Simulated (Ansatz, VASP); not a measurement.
# One calculation of ZnCu, two programs

```
Zn Cu
1.0
     2.77135    0.00000    0.00000
     0.00000    2.77135    0.00000
     0.00000    0.00000    3.32562
Zn Cu
1 1
Direct
  0.50000 0.50000 0.50000
  0.00000 0.00000 0.00000
```

Alike in both runs: task single point; functional PBEsol; k mesh 18 × 18 × 18; occupations gaussian, width 0.15 eV; no spin polarisation.

|  | VASP | Ansatz |
| --- | --- | --- |
| version | VASP 6.6.1 | Ansatz 0.2.0 |
| potentials or method | VASP PAW PBE potentials, release 64 (Zn, Cu), cutoff 520 eV | scalar-relativistic, plane waves, PAW |
| valence electrons in the cell | 23 | 31 |

|  | VASP | Ansatz | Ansatz less VASP |
| --- | --- | --- | --- |
| gap on the k mesh at the Fermi level (eV) | none | none | - |
| pressure (GPa) | -4.1 | -4.6 | -0.55 |
| traceless stress, the component that is largest in VASP (GPa) | 0.14 | 0.17 | +0.024 |

VASP's potentials were made for PBE, not for PBEsol. A gap of «none» marks a metal or a gap that the smearing closes. With one functional, cell and mesh, what is left measures potentials, basis and numerics. VASP's potentials hold 23 valence electrons a cell and Ansatz's 31, so a difference there can come from the potentials and not from the codes.
